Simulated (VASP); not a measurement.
**FeS2: single point with PBE**

FeS2:

```
Fe S
1.0
     4.38950    0.00000    0.00000
     0.00000    5.35812    0.00000
     0.00000    0.00000    3.35674
Fe S
2 4
Cartesian
  0.0000 0.0000 0.0000
  2.1947 2.6791 1.6784
  0.9022 2.0102 0.0000
  1.2925 4.6892 1.6784
  3.4873 3.3479 0.0000
  3.0970 0.6689 1.6784
```

| Item | Value |
| --- | --- |
| Program | VASP 6.6.1 |
| Task | single point |
| Functional | PBE |
| Potentials or basis | VASP PAW PBE potentials, release 64 (Fe, S) |
| Cutoff | 600 eV |
| k mesh | 6 × 6 × 8 |
| Occupations | gaussian, width 0.02 eV |
| Spin | no spin polarisation |
| Dipole correction | no |
| Further INCAR settings | ALGO = Normal; EDIFF = 1e-06; NBANDS = 29 |

```yaml
Pressure: 5.1 GPa
Largest_force: 0.076 eV/Å
Band_gap_on_the_k_mesh: 0.96 eV (least direct gap 1.28 eV)
```

Forces in eV/Å, atoms in the order of the input:
```
Fe   0.000  0.000  0.000
Fe   0.000  0.000  0.000
S   -0.063  0.042  0.000
S    0.063  0.042  0.000
S    0.063 -0.042  0.000
S   -0.063 -0.042  0.000
```

Stress tensor (GPa, compression positive):
```
4.90 0.00 0.00
0.00 5.11 0.00
0.00 0.00 5.15
```

Levels at points of the mesh, in eV from the valence-band top:
```tsv
k point	band 17	band 18	band 19	band 20	band 21	band 22	band 23	band 24
(0.00, 0.00, 0.00)	-0.98	-0.80	-0.78	-0.46	1.17	1.51	2.84	3.23
(0.50, 0.00, 0.00)	-0.68	-0.68	-0.10	-0.10	1.94	1.94	1.95	1.95
(0.00, 0.50, 0.00)	-0.84	-0.84	-0.33	-0.33	1.17	1.17	2.57	2.57
(0.50, 0.50, 0.00)	-1.16	-1.16	-0.95	-0.95	1.50	1.50	2.12	2.12
(0.00, 0.00, 0.50)	-0.92	-0.92	-0.44	-0.44	1.61	1.61	1.81	1.81
(0.50, 0.00, 0.50)	-0.78	-0.78	-0.36	-0.36	1.60	1.60	1.99	1.99
(0.00, 0.50, 0.50)	-1.49	-1.49	-0.40	-0.40	0.96	0.96	2.35	2.35
(0.50, 0.50, 0.50)	-0.61	-0.61	-0.38	-0.38	1.67	1.67	2.21	2.21
```

Wall time 6.5 min on 1 thread of Oxide Virtual Turin-like Processor (shared host), peak memory 0.29 GiB.

Caveat: the cell stands under pressure. A k mesh can miss the band edges.
